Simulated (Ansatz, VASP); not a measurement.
# One calculation of Ni, two programs

```xyz
1
Lattice="0.0000 1.7679 1.7679 1.7679 0.0000 1.7679 1.7679 1.7679 0.0000" Properties=species:S:1:pos:R:3 pbc="T T T"
Ni    0.0000    0.0000    0.0000
```

Alike in both runs: task single point; functional PBEsol; k mesh 18 × 18 × 18; occupations fermi-dirac, width 0.05 eV; collinear spin.

```csv
,VASP,Ansatz
version,VASP 6.6.1,Ansatz 0.2.0
potentials or method,"VASP PAW PBE potentials, release 64 (Ni), cutoff 520 eV","all-electron LAPW, scalar-relativistic"
```

|  | VASP | Ansatz | Ansatz less VASP |
| --- | --- | --- | --- |
| pressure (GPa) | -12.3 | -12.5 | -0.14 |
| net moment per atom (μB) | 0.62 | 0.62 | +0.006 |
| size of the moment on the site where the two differ most (μB) | 0.63 | 0.65 | +0.019 |

VASP's potentials were made for PBE, not for PBEsol. Site moments also hang on the region over which each program counts them. Ansatz ran all-electron here, and VASP with PAW potentials.
